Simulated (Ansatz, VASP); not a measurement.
## One calculation of TaN, two programs

```xyz
4
Lattice="2.9877 0.0000 0.0000 -1.4939 2.5875 0.0000 0.0000 0.0000 4.8392" Properties=species:S:1:pos:R:3 pbc="T T T"
Ta    0.0000    1.7250    0.0000
Ta    1.4939    0.8625    2.4196
N     0.0000    1.7250    1.8631
N     1.4939    0.8625    4.2827
```

Change from the starting cell: volume scaled by 0.94, crystal datasets.

Alike in both runs: task electric field gradients; functional PBEsol; k mesh 9 × 9 × 5; occupations fermi-dirac, width 0.01 eV; no spin polarisation.

|  | VASP | Ansatz |
| --- | --- | --- |
| version | VASP 6.6.1 | Ansatz 0.2.0 |
| potentials or method | VASP PAW PBE potentials, release 64 (Ta_pv, N), cutoff 520 eV | all-electron PAW with datasets made for the crystal, scalar-relativistic |

VASP gave:

| Item | Value |
| --- | --- |
| pressure (GPa) | 179.1 |
| traceless stress, the component that is largest in VASP (GPa) | -21.81 |
| rms of the force components (eV/Å) | 1.407 |
| size of Vzz on the site where it differs most (V/Å²) | 129.5 |

Task: Estimate Ansatz's values.

Result: Pressure (GPa): 171.2; traceless stress, the component that is largest in VASP (GPa): -21.00; rms of the force components (eV/Å): 1.371; size of Vzz on the site where it differs most (V/Å²): 124.1.

VASP's potentials were made for PBE, not for PBEsol. Atom by atom the forces differ by 0.037 eV/Å (rms over components). Both programs put the cell under a high pressure, so it lies far from rest at this level. Ansatz ran all-electron here, and VASP with PAW potentials.

Neither program's run includes spin-orbit coupling. Noted on VASP's run: the cell as given lies far from equilibrium.
